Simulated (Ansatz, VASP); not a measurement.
# ZnS in VASP and in Ansatz

```
CELL_PARAMETERS angstrom
0.00000 2.55173 2.55173
2.55173 0.00000 2.55173
2.55173 2.55173 0.00000
ATOMIC_POSITIONS crystal
Zn 0.00000 0.00000 0.00000
S 0.50000 0.50000 0.50000
```

Alike in both runs: task electric field gradients; functional PBE; k mesh 15 × 15 × 15; occupations fermi-dirac, width 0.05 eV; no spin polarisation.

|  | VASP | Ansatz |
| --- | --- | --- |
| version | VASP 6.6.1 | Ansatz 0.2.0 |
| potentials or method | VASP PAW PBE potentials, release 64 (Zn, S) | PAW with Ansatz's default frozen-core files, scalar-relativistic |
| plane-wave cutoff (eV) | 520 | 420 |
| valence electrons in the cell | 18 | 18 |

|  | VASP | Ansatz | Ansatz less VASP |
| --- | --- | --- | --- |
| pressure (GPa) | 0.2 | 0.0 | -0.14 |

With one functional, cell and mesh, what is left measures potentials, basis and numerics.
